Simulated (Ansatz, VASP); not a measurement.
Two plane-wave programs on SnO

```
CELL_PARAMETERS angstrom
3.35500 0.00000 0.00000
0.00000 5.67410 0.00000
0.00000 0.00000 4.22197
ATOMIC_POSITIONS crystal
Sn 0.50000 0.76809 0.01314
Sn 0.00000 0.23191 0.51314
O 0.50000 0.10875 0.23686
O 0.00000 0.89125 0.73686
```

Alike in both runs: task single point; functional PBEsol; k mesh 10 × 6 × 8; occupations fermi-dirac, width 0.02 eV; no spin polarisation.

|  | VASP | Ansatz |
| --- | --- | --- |
| version | VASP 6.6.1 | Ansatz 0.2.0 |
| potentials or method | VASP PAW PBE potentials, release 64 (Sn_d, O), cutoff 520 eV | scalar-relativistic, plane waves, PAW |
| valence electrons in the cell | 40 | 40 |

|  | VASP | Ansatz | Ansatz less VASP |
| --- | --- | --- | --- |
| gap on the k mesh at the Fermi level (eV) | 1.29 | 1.30 | +0.011 |
| pressure (GPa) | -2.9 | -3.1 | -0.21 |
| traceless stress, the component that is largest in VASP (GPa) | -0.62 | -0.66 | -0.041 |
| rms of the force components (eV/Å) | 0.156 | 0.189 | +0.0325 |

VASP's potentials were made for PBE, not for PBEsol. Atom by atom the forces differ by 0.035 eV/Å (rms over components). Ansatz's warnings: stress scf threshold loose.
